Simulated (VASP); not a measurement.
Here is a VASP 6.6.1 calculation.

The input INCAR:

```
PREC     = Accurate       # precision mode
ENCUT    = 1000           # plane-wave cutoff, eV
EDIFF    = 1E-6           # SCF threshold, eV
ISMEAR   = 0              # smearing method
SIGMA    = 0.15           # smearing width, eV
LREAL    = False          # projectors in reciprocal space
LASPH    = True           # aspherical terms in the spheres
NELM     = 120            # most SCF steps
ALGO     = Normal         # electronic algorithm
ISIF     = 2              # what is computed and relaxed
LWAVE    = False          # write WAVECAR
LCHARG   = False          # write CHGCAR
GGA      = CA             # functional
NBANDS   = 42             # bands
GGA_COMPAT= False
```

File KPOINTS:

```
Automatic mesh
0
Gamma
  8 8 8
```

Contents of POSCAR:

```
HW3N4
1.0
    4.1569984136      0.0000000000      0.0000000000
    0.0000000000      4.1569984136      0.0000000000
    0.0000000000      0.0000000000      4.1569984136
W N H
3 4 1
Direct
    0.5000000000      0.5000000000      0.0000000000
    0.0000000000      0.5000000000      0.5000000000
    0.5000000000      0.0000000000      0.5000000000
    0.5000000000      0.5000000000      0.5000000000
    0.5000000000      0.0000000000      0.0000000000
    0.0000000000      0.5000000000      0.0000000000
    0.0000000000      0.0000000000      0.5000000000
   -1.0833318003      0.9166681997      0.9166681997
```

Potentials or basis: VASP PAW LDA potentials, release 64 (W_sv, N_h, H_h).

The run is started by

```bash
$ cat potpaw_LDA.64/W_sv/POTCAR potpaw_LDA.64/N_h/POTCAR potpaw_LDA.64/H_h/POTCAR > POTCAR
$ mpirun -np 1 vasp_std > vasp.out
```

Problem. Estimate the largest force.

Solution. 0.887 eV/Å.

Problem. Predict the pressure.

Solution. 9.0 GPa.

Problem. Predict the band gap on the k mesh.

Solution. Zero (an odd number of electrons rules out a gap without spin polarisation).

Forces in eV/Å, atoms in the order of the input:
```
W   -0.447 -0.447  0.093
W    0.093 -0.447 -0.447
W   -0.447  0.093 -0.447
N    0.018  0.018  0.018
N    0.861  0.149  0.149
N    0.149  0.861  0.149
N    0.149  0.149  0.861
H   -0.378 -0.378 -0.378
```

Caveat: the cell stands under pressure; spin-orbit coupling is left out, which moves the levels of the heavy elements; an odd number of electrons without spin polarisation forces a metal; a magnetic or distorted state may lie lower.
